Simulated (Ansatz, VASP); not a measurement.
## Two plane-wave programs on GaSb

```
Ga Sb
1.0
    -1.48537    2.40016    3.31539
     1.48537   -2.40016    3.31539
     1.48537    2.40016   -3.31539
Ga Sb
1 1
Cartesian
  0.0000 0.0000 0.0000
  0.0000 0.0000 3.3154
```

Change from the starting cell: strain +e along x and -e along y +0.0000, strain +e along z and -e/2 along x and y +0.1500.

Alike in both runs: task single point; functional PBE; k mesh 16 × 16 × 16; occupations gaussian, width 0.15 eV; no spin polarisation.

```csv
,VASP,Ansatz
version,VASP 6.6.1,Ansatz 0.2.0
potentials or method,"VASP PAW PBE potentials, release 64 (Ga_d, Sb), cutoff 520 eV","scalar-relativistic, plane waves, PAW"
valence electrons in the cell,18,28
```

```csv
,VASP,Ansatz,Ansatz less VASP
gap on the k mesh at the Fermi level (eV),none,none,-
pressure (GPa),7.1,7.0,-0.04
"traceless stress, the component that is largest in VASP (GPa)",-14.21,-14.11,+0.100
```

A gap of «none» marks a metal or a gap that the smearing closes. VASP's potentials hold 18 valence electrons a cell and Ansatz's 28, so a difference there can come from the potentials and not from the codes.

Neither program's run includes spin-orbit coupling.
